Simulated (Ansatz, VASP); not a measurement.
C: VASP beside Ansatz

```
CELL_PARAMETERS angstrom
2.63918 0.00000 0.00000
-1.31959 2.13607 0.00000
0.00000 0.00000 8.56531
ATOMIC_POSITIONS crystal
C 0.88458 0.00000 0.00250
C 0.11542 0.00000 0.50250
C 0.21791 0.66667 0.00250
C 0.78209 0.33333 0.50250
```

Change from the starting cell: mode 4 frozen in at -0.285 Å, normal strain along x +0.0700.

Alike in both runs: task single point; functional PBE; k mesh 18 × 18 × 6; occupations gaussian, width 0.15 eV; no spin polarisation.

|  | VASP | Ansatz |
| --- | --- | --- |
| version | VASP 6.6.1 | Ansatz 0.2.0 |
| potentials or method | VASP PAW PBE potentials, release 64 (C), cutoff 520 eV | scalar-relativistic, plane waves, PAW |
| valence electrons in the cell | 16 | 16 |

|  | VASP | Ansatz | Ansatz less VASP |
| --- | --- | --- | --- |
| gap on the k mesh at the Fermi level (eV) | 0.68 | 0.68 | -0.002 |
| least direct gap on the mesh (eV) | 0.68 | 0.68 | -0.002 |
| pressure (GPa) | -17.7 | -18.0 | -0.28 |
| traceless stress, the component that is largest in VASP (GPa) | -28.74 | -28.83 | -0.094 |
| rms of the force components (eV/Å) | 0.199 | 0.189 | -0.0096 |

Atom by atom the forces differ by 0.010 eV/Å (rms over components). The functional is the same, so the differences come from potentials, cutoffs and numerics.
